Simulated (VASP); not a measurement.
Input of a VASP 6.6.1 run:

INCAR

```
SYSTEM = Li2Se
  PREC = Accurate
  ENCUT = 750
  EDIFF = 1E-6
  ISMEAR = 0
  SIGMA = 0.01
  LREAL = .False.
  LASPH = .True.
  NELM = 120
  ALGO = Normal
  ISIF = 2
  LWAVE = .False.
  LCHARG = .False.
  GGA = PE
  NBANDS = 13
  GGA_COMPAT = .False.
```

Contents of KPOINTS:

```
Automatic mesh
0
Gamma
  8 8 8
  0 0 0
```

Contents of POSCAR:

```
Li2Se
1.0
    0.0000000000      2.5158193255      2.5158193255
    2.5158193255      0.0000000000      2.5158193255
    2.5158193255      2.5158193255      0.0000000000
Li Se
2 1
Direct
    0.2500000000      0.2500000000      0.2500000000
    0.7500000000      0.7500000000      0.7500000000
    0.0000000000      0.0000000000      0.0000000000
```

Potentials or basis: VASP PAW PBE potentials, release 64 (Li_sv, Se).

Run with:

```bash
$ cat potpaw_PBE.64/Li_sv/POTCAR potpaw_PBE.64/Se/POTCAR > POTCAR
$ mpirun -np 1 vasp_std > vasp.out
```

Problem. Predict the pressure.

Solution. 50.6 GPa.

Problem. Predict the band gap on the k mesh.

Solution. 2.04 eV, indirect (least direct gap 5.05 eV).

A k mesh can miss the band edges. Expect the measured gap to be larger: semilocal functionals such as PBE lack the derivative discontinuity.
